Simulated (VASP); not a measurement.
Input of a VASP 6.6.1 run:

The input INCAR:

```
SYSTEM = Mo
PREC = Accurate
ENCUT = 520
EDIFF = 1E-6
ISMEAR = -1
SIGMA = 0.05
LREAL = .FALSE.
LASPH = .TRUE.
NELM = 80
ALGO = Normal
ISIF = 2
LWAVE = .FALSE.
LCHARG = .TRUE.
LELF = .TRUE.
LVHAR = .TRUE.
NBANDS = 21
```

Contents of KPOINTS:

```
regular mesh
0
G
  10 10 10
  0 0 0
```

POSCAR

```
Mo
1.0
    0.0000000000      2.7041431590      2.7041431590
    2.7041431590      0.0000000000      2.7041431590
    2.7041431590      2.7041431590      0.0000000000
Mo
2
Direct
   -0.1700000000     -0.1100000000     -0.1100000000
    0.1700000000      0.1100000000      0.1100000000
```

Potentials or basis: VASP PAW LDA potentials, release 64 (Mo_sv).

Command:

```console
$ cat potpaw_LDA.64/Mo_sv/POTCAR > POTCAR
$ mpirun -np 1 vasp_std > vasp.out
```

Task: Estimate the pressure.

Result: 18.9 GPa.

Task: Predict the largest force.

Result: 2.994 eV/Å.

Task: Estimate the band gap on the k mesh.

Result: Zero (band 14 reaches 8.79 eV, above the bottom of band 15 at 8.16 eV).

Stress tensor (GPa, compression positive):
```
 18.89 -12.13 -12.13
-12.13  18.89  12.13
-12.13  12.13  18.89
```

Caveat: the cell differs from its parent crystal (shortest bond scaled by 0.88); forces of over 1 eV/Å act on the atoms, so gaps and moduli don't describe the material at rest.
